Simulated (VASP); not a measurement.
# TiAl3 (Pm) in VASP: single point with PBEsol

Aim: the single point of TiAl3 with PBEsol.

Everything below comes from runs of VASP 6.6.1. Logs are shortened: lines on timing, memory, paths and dates and some standing lists are left out, and cuts for length are marked.

**1. The cell of the first run**

The structure is monoclinic, space group Pm (No. 6). The conventional cell has a = 3.948 Å, b = 3.948 Å, c = 11.950 Å, α = 90.00°, β = 97.59°, γ = 90.00°. Ti (site symmetry m) has 9 Al at 2.01 to 2.79 Å within 2.8 Å. Ti (site symmetry m) has 12 Al at 2.79 Å within 3.7 Å. Within 3.7 Å of Ti (site symmetry m) lie 12 Al at 2.79 Å. Within 2.8 Å of Al (site symmetry m) lie 3 Ti at 2.01 to 2.79 Å and 6 Al at 2.79 Å. Within 3.7 Å of Al (site symmetry m) lie 8 Al at 2.79 Å and 4 Ti at 2.79 Å. Al (site symmetry m) has 4 Ti at 2.79 Å and 8 Al at 2.79 Å within 3.7 Å. Al (site symmetry m) has 7 Al at 2.01 to 2.79 Å and 2 Ti at 2.79 Å within 2.8 Å. Within 3.7 Å of Al (site symmetry m) lie 8 Al at 2.79 Å and 4 Ti at 2.79 Å.

**2. Single point, PBEsol (the part above a cut slid along it)**

Contents of INCAR:

```
SYSTEM = TiAl3
PREC = Accurate
ENCUT = 500
EDIFF = 1E-6
ISMEAR = 0
SIGMA = 0.15
LREAL = .FALSE.
LASPH = .TRUE.
NELM = 120
ALGO = Normal
ISIF = 2
LWAVE = .FALSE.
LCHARG = .FALSE.
GGA = PS
NBANDS = 44
GGA_COMPAT = .FALSE.
```

Contents of KPOINTS:

```
Automatic mesh
0
G
  12 12 4
  0 0 0
```

Contents of POSCAR:

```
TiAl3
1.0
    0.0000000000     -3.9483448101      0.0000000000
    0.0000000000      0.0000000000     -3.9483448101
   11.8450344303     -1.5793379240      0.0000000000
Ti Al
3 9
Direct
   -0.0333333333      1.0000000000      0.0833333333
   -0.1666666667      1.0000000000      0.4166666667
   -0.3000000000      1.0000000000      0.7500000000
    0.1333333333      0.0000000000      0.9166666667
    0.4000000000      0.0000000000      0.2500000000
    0.2666666667      0.0000000000      0.5833333333
   -0.3666666667      0.5000000000      0.9166666667
   -0.1000000000      0.5000000000      0.2500000000
   -0.2333333333      0.5000000000      0.5833333333
    0.2000000000      0.5000000000      0.7500000000
    0.4666666667      0.5000000000      0.0833333333
    0.3333333333      0.5000000000      0.4166666667
```

Potentials or basis: VASP PAW PBE potentials, release 64 (Ti_sv, Al).

Command:

```bash
> cat potpaw_PBE.64/Ti_sv/POTCAR potpaw_PBE.64/Al/POTCAR > POTCAR
> mpirun -np 1 vasp_std > vasp.out
```

OUTCAR:

```text
SYSTEM = TiAl3
   PREC = Accurate
   ENCUT = 500
   EDIFF = 1E-6
   ISMEAR = 0
   LREAL = .FALSE.
   LASPH = .TRUE.
   NELM = 120
   ISIF = 2
   GGA = PS

 ion  position               nearest neighbor table
   1  0.967  0.000  0.083-   4 2.01  11 2.79  11 2.79  11 2.79  11 2.79   5 2.79   8 2.79   8 2.79
                             5 2.79
   2  0.833  0.000  0.417-   6 2.79   9 2.79   9 2.79   6 2.79  12 2.79  12 2.79  12 2.79  12 2.79
                             5 2.79   8 2.79   8 2.79   5 2.79
   3  0.700  0.000  0.750-  10 2.79  10 2.79  10 2.79  10 2.79   4 2.79   6 2.79   9 2.79   9 2.79
                             7 2.79   7 2.79   6 2.79   4 2.79
   4  0.133  0.000  0.917-   1 2.01   7 2.79   7 2.79   7 2.79   7 2.79   3 2.79  10 2.79  10 2.79
                             3 2.79  11 3.21  11 3.21
   5  0.400  0.000  0.250-   8 2.79   8 2.79   8 2.79   8 2.79   1 2.79   2 2.79  11 2.79  12 2.79
                            12 2.79  11 2.79   1 2.79   2 2.79
   6  0.267  0.000  0.583-   2 2.79  12 2.79  12 2.79   2 2.79   9 2.79   9 2.79   9 2.79   9 2.79
                             3 2.79  10 2.79  10 2.79   3 2.79
   7  0.633  0.500  0.917-  11 2.01   4 2.79   4 2.79   4 2.79   4 2.79  10 2.79   3 2.79   3 2.79
                            10 2.79
   8  0.900  0.500  0.250-   5 2.79   5 2.79   5 2.79   5 2.79  12 2.79  11 2.79   2 2.79   2 2.79
                             1 2.79   1 2.79  12 2.79  11 2.79
   9  0.767  0.500  0.583-  12 2.79   2 2.79   2 2.79  12 2.79   6 2.79   6 2.79   6 2.79   6 2.79
                            10 2.79   3 2.79   3 2.79  10 2.79
  10  0.200  0.500  0.750-   3 2.79   3 2.79   3 2.79   3 2.79   7 2.79   9 2.79   4 2.79   6 2.79
                             6 2.79   4 2.79   9 2.79   7 2.79
  11  0.467  0.500  0.083-   7 2.01   1 2.79   1 2.79   1 2.79   1 2.79   8 2.79   5 2.79   5 2.79
                             8 2.79   4 3.21   4 3.21
  12  0.333  0.500  0.417-   9 2.79   6 2.79   6 2.79   9 2.79   2 2.79   2 2.79   2 2.79   2 2.79
                             8 2.79   5 2.79   5 2.79   8 2.79

  LATTYP: Found a simple monoclinic cell.
 ALAT       =     3.9483448101
 B/A-ratio  =     1.0000000000
 C/A-ratio  =     3.0265491901
 COS(beta)  =    -0.1321637201

  Lattice vectors:

 A1 = (   0.0000000000,  -3.9483448101,   0.0000000000)
 A2 = (   0.0000000000,   0.0000000000,   3.9483448101)
 A3 = ( -11.8450344303,   1.5793379240,   0.0000000000)

Analysis of symmetry for initial positions (statically):
=====================================================================
 Subroutine PRICEL returns:
 Original cell was already a primitive cell.

 Routine SETGRP: Setting up the symmetry group for a
 simple monoclinic supercell.

 Subroutine GETGRP returns: Found  2 space group operations
 (whereof  2 operations were pure point group operations)
 out of a pool of  4 trial point group operations.

The static configuration has the point symmetry C_1h.

Analysis of symmetry for dynamics (positions and initial velocities):
=====================================================================
 Subroutine PRICEL returns:
 Original cell was already a primitive cell.

 Routine SETGRP: Setting up the symmetry group for a
 simple monoclinic supercell.

 Subroutine GETGRP returns: Found  2 space group operations
 (whereof  2 operations were pure point group operations)
 out of a pool of  4 trial point group operations.

The dynamic configuration has the point symmetry C_1h.

 Subroutine INISYM returns: Found  2 space group operations
 (whereof  2 operations are pure point group operations),
 and found     1 'primitive' translations

----------------------------------------------------------------------------------------

                                     Primitive cell

  volume of cell :     184.6573

  direct lattice vectors                    reciprocal lattice vectors
     0.000000000 -3.948344810  0.000000000    -0.033769425 -0.253270686  0.000000000
     0.000000000  0.000000000 -3.948344810     0.000000000  0.000000000 -0.253270686
    11.845034430 -1.579337924  0.000000000     0.084423562  0.000000000  0.000000000

  length of vectors
     3.948344810  3.948344810 11.949859787     0.255512064  0.253270686  0.084423562

  position of ions in fractional coordinates (direct lattice)
     0.966666667  0.000000000  0.083333333
     0.833333333  0.000000000  0.416666667
     0.700000000  0.000000000  0.750000000
     0.133333333  0.000000000  0.916666667
     0.400000000  0.000000000  0.250000000
     0.266666667  0.000000000  0.583333333
     0.633333333  0.500000000  0.916666667
     0.900000000  0.500000000  0.250000000
     0.766666667  0.500000000  0.583333333
     0.200000000  0.500000000  0.750000000
     0.466666667  0.500000000  0.083333333
     0.333333333  0.500000000  0.416666667

  ion indices of the primitive-cell ions
   primitive index   ion index
                 1           1
                 2           2
                 3           3
                 4           4
                 5           5
                 6           6
                 7           7
                 8           8
                 9           9
                10          10
                11          11
                12          12

----------------------------------------------------------------------------------------

 KPOINTS: Automatic mesh

Automatic generation of k-mesh.
 Grid dimensions read from file:
 generate k-points for:   12   12    4

 Generating k-lattice:

  Cartesian coordinates                     Fractional coordinates (reciprocal lattice)
    -0.002814119 -0.021105891  0.000000000     0.083333333  0.000000000  0.000000000
     0.000000000  0.000000000 -0.021105891     0.000000000  0.083333333  0.000000000
     0.021105891  0.000000000  0.000000000     0.000000000  0.000000000  0.250000000

  Length of vectors
     0.021292672  0.021105891  0.021105891

  Shift w.r.t. Gamma in fractional coordinates (k-lattice)
     0.000000000  0.000000000  0.000000000

 Subroutine IBZKPT returns following result:
 ===========================================

 Found    182 irreducible k-points:

 Following reciprocal coordinates:
            Coordinates               Weight
  0.000000  0.000000  0.000000      1.000000
  0.083333  0.000000  0.000000      2.000000
  0.166667  0.000000  0.000000      2.000000
  0.250000  0.000000  0.000000      2.000000
  0.333333  0.000000  0.000000      2.000000
  0.416667  0.000000  0.000000      2.000000
[... 16 lines left out ...]
  0.083333  0.250000  0.000000      4.000000
  0.166667  0.250000  0.000000      4.000000
 [... further k-points ...]
   k-points           NKPTS =    182   k-points in BZ     NKDIM =    182   number of bands    NBANDS=     44
   number of dos      NEDOS =    301   number of ions     NIONS =     12
   total plane-waves  NPLWV =  81000
   dimension x,y,z NGX =    30 NGY =   30 NGZ =   90
   dimension x,y,z NGXF=    60 NGYF=   60 NGZF=  180
   ions per type =               3   9
   NGX,Y,Z   is equivalent  to a cutoff of  12.63, 12.63, 12.52 a.u.
   NGXF,Y,Z  is equivalent  to a cutoff of  25.26, 25.26, 25.04 a.u.
 SYSTEM =  TiAl3
   PREC   = accura    normal or accurate (medium, high low for compatibility)
   ISTART =      0    job   : 0-new  1-cont  2-samecut
   ICHARG =      2    charge: 1-file 2-atom 10-const
   ISPIN  =      1    spin polarized calculation?
   LNONCOLLINEAR =      F non collinear calculations
   LSORBIT =      F    spin-orbit coupling
   LASPH  =      T    aspherical Exc in radial PAW
   ENCUT  =  500.0 eV  36.75 Ry    6.06 a.u.   7.20  7.20 21.79*2*pi/ulx,y,z
   NELM   =    120;   NELMIN=  2; NELMDL= -5     # of ELM steps
   EDIFF  = 0.1E-05   stopping-criterion for ELM
   LREAL  =      F    real-space projection
   EDIFFG = 0.1E-04   stopping-criterion for IOM
   NSW    =      0    number of steps for IOM
   IBRION =     -1    ionic relax: 0-MD 1-quasi-New 2-CG
   NFREE  =      0    steps in history (QN), initial steepest desc. (CG)
   ISIF   =      2    stress and relaxation
   ISYM   =      2    0-nonsym 1-usesym 2-fastsym
   POTIM  = 0.5000    time-step for ionic-motion
   TEBEG  =    0.0;   TEEND  =   0.0 temperature during run
   PSTRESS=    0.0 pullay stress
   NELECT =      63.0000    total number of electrons
   NUPDOWN=      -1.0000    fix difference up-down
   EMIN   =  10.00;   EMAX   =-10.00  energy-range for DOS
   EFERMI =   0.00;   METHOD = LEGACY
   ISMEAR =     0;   SIGMA  =   0.15  broadening in eV -4-tet -1-fermi 0-gaus
   EFERMI_NEDOS =   21; number of points for ismear=-14 and -15
   IALGO  =     38    algorithm
   IMIX   =      4    mixing-type and parameters
     AMIX     =   0.40;   BMIX     =  1.00
     AMIX_MAG =   1.60;   BMIX_MAG =  1.00
  volume/ion in A,a.u.               =      15.39       103.84
  Fermi-wavevector in a.u.,A,eV,Ry     =   1.143930  2.161715 17.804261  1.308576
  Thomas-Fermi vector in A             =   2.280624
   LORBIT       =      0    0 simple, 1 ext, 2 COOP (PROOUT), +10 PAW based schemes
   GGA     = PS    functional components
   LHFCALC =     F    Hartree Fock is set to
   AEXX    =    0.0000 exact exchange contribution
   IVDW    =     0    specifies the selected vdW correction
   LEPSILON=     F    determine dielectric tensor
   LRPA    =     F    only Hartree local field effects (RPA)
 non-spin polarized calculation
 Gauss-broadening in eV      SIGMA  =   0.15
  energy-cutoff  :      500.00
  volume of cell :      184.66
 maximum number of plane-waves:      4720
 NGX is ok and might be reduce to    30
   NGX = 15   NGY = 15   NGZ = 43

 number of electron      62.9999985 magnetization

 Free energy of the ion-electron system (eV)
  ---------------------------------------------------
  ext. energy  EPLUGINS =         0.00000000
  ---------------------------------------------------
  free energy    TOTEN  =       -61.37007273 eV

  energy without entropy =      -61.29159347  energy(sigma->0) =      -61.33083310

 E-fermi :   8.9414     XC(G=0): -10.9121

 val. band max:        8.9406887425   @ k =   0.5000   0.5000   0.2500
 cond. band min:       8.9490795411   @ k =   0.4167   0.5000   0.5000
 fundamental gap:      0.0083907987
 Fermi energy:         8.9414306345

 k-point     1 :       0.0000    0.0000    0.0000
  band No.  band energies     occupation
      1     -47.7573      2.00000
      2     -47.6890      2.00000
      3     -47.4365      2.00000
      4     -24.1786      2.00000
      5     -24.1684      2.00000
      6     -24.1550      2.00000
[... 35 lines left out ...]
     42      10.8813      0.00000
     43      11.2553      0.00000

 k-point     2 :       0.0833    0.0000    0.0000
  band No.  band energies     occupation
      1     -47.7572      2.00000
      2     -47.6889      2.00000
      3     -47.4364      2.00000
      4     -24.1786      2.00000
      5     -24.1683      2.00000
      6     -24.1562      2.00000
[... 35 lines left out ...]
     42      11.0213      0.00000
     43      11.3724      0.00000

 k-point     3 :       0.1667    0.0000    0.0000
  band No.  band energies     occupation
      1     -47.7570      2.00000
      2     -47.6887      2.00000
      3     -47.4363      2.00000
      4     -24.1788      2.00000
      5     -24.1680      2.00000
      6     -24.1594      2.00000
[... 919 lines left out ...]
      6     -24.1554      2.00000
[... 35 lines left out ...]
     42      11.4909      0.00000
     43      11.5434      0.00000

 k-point    24 :       0.1667    0.2500    0.0000
  band No.  band energies     occupation
      1     -47.7566      2.00000
      2     -47.6883      2.00000
      3     -47.4359      2.00000
      4     -24.1782      2.00000
      5     -24.1777      2.00000
      6     -24.1585      2.00000
[... 35 lines left out ...]
     42      11.5359      0.00000
     43      11.7469      0.00000

 [... further k-points ...]

 [bands above 43 left out]

------------------------ aborting loop because EDIFF is reached ----------------------------------------

  FORCE on cell =-STRESS in cart. coord.  units (eV):
  Direction    XX          YY          ZZ          XY          YZ          ZX
  --------------------------------------------------------------------------------------
  -------------------------------------------------------------------------------------
  Total       32.5891782      0.5653108     -2.3791189      7.6179662      0.0000000      0.0000000
  in kB      282.7597039      4.9049140    -20.6424029     66.0972131      0.0000000      0.0000000
  external PRESSURE =      89.0074050 kB  Pullay stress =       0.0000000 kB

 VOLUME and BASIS-vectors are now :
 -----------------------------------------------------------------------------
  energy-cutoff  :      500.00
  volume of cell :      184.66
      direct lattice vectors                 reciprocal lattice vectors
     0.000000000 -3.948344810  0.000000000    -0.033769425 -0.253270686  0.000000000
     0.000000000  0.000000000 -3.948344810     0.000000000  0.000000000 -0.253270686
    11.845034430 -1.579337924  0.000000000     0.084423562  0.000000000  0.000000000

 POSITION                                       TOTAL-FORCE (eV/Angst)
 -----------------------------------------------------------------------------------
      0.98709     -3.94834      0.00000         8.309135      2.329015      0.000000
      4.93543     -3.94834      0.00000         0.150363      0.000873      0.000000
      8.88378     -3.94834      0.00000        -0.873851     -0.104925      0.000000
     10.85795     -1.97417      0.00000        -8.116340     -2.135129      0.000000
      2.96126     -1.97417      0.00000        -0.155314     -0.106985      0.000000
      6.90960     -1.97417      0.00000         0.011862      0.017381      0.000000
     10.85795     -3.94834     -1.97417        -6.484817     -1.629118      0.000000
      2.96126     -3.94834     -1.97417        -0.124141     -0.001737      0.000000
      6.90960     -3.94834     -1.97417         0.036835     -0.014803      0.000000
      8.88378     -1.97417     -1.97417        -0.063318     -0.071800      0.000000
      0.98709     -1.97417     -1.97417         7.305965      1.733162      0.000000
      4.93543     -1.97417     -1.97417         0.003621     -0.015935      0.000000
 -----------------------------------------------------------------------------------
    total drift:                               -0.000128     -0.000370     -0.000000

  FREE ENERGIE OF THE ION-ELECTRON SYSTEM (eV)
  ---------------------------------------------------
  free  energy   TOTEN  =       -61.3700727273 eV

  energy  without entropy=      -61.2915934727  energy(sigma->0) =      -61.33083310
```

Wall time 18 min (1 thread of Intel Xeon 6975P-C (Granite Rapids), shared host); peak memory 0.99 GiB.

What came out:

```
Free energy            : -61.3701 eV
Pressure               : 8.9 GPa
Largest force          : 8.629 eV/Å
Band gap on the k mesh : zero (an odd number of electrons rules out a gap without spin polarisation)
```

Forces on the atoms (eV/Å):
```
Ti   8.309  2.329  0.000
Ti   0.150  0.001  0.000
Ti  -0.874 -0.105  0.000
Al  -8.116 -2.135  0.000
Al  -0.155 -0.107  0.000
Al   0.012  0.017  0.000
Al  -6.485 -1.629  0.000
Al  -0.124 -0.002  0.000
Al   0.037 -0.015  0.000
Al  -0.063 -0.072  0.000
Al   7.306  1.733  0.000
Al   0.004 -0.016  0.000
```

Stress tensor (GPa, compression positive):
```
28.28  6.61  0.00
 6.61  0.49  0.00
 0.00  0.00 -2.06
```

Caveat: the cell differs from its parent crystal (the part above a cut slid along it); the stress differs along the axes, from -2 to 28 GPa; the PAW data sets were made with another functional, which shifts forces and pressure a little.
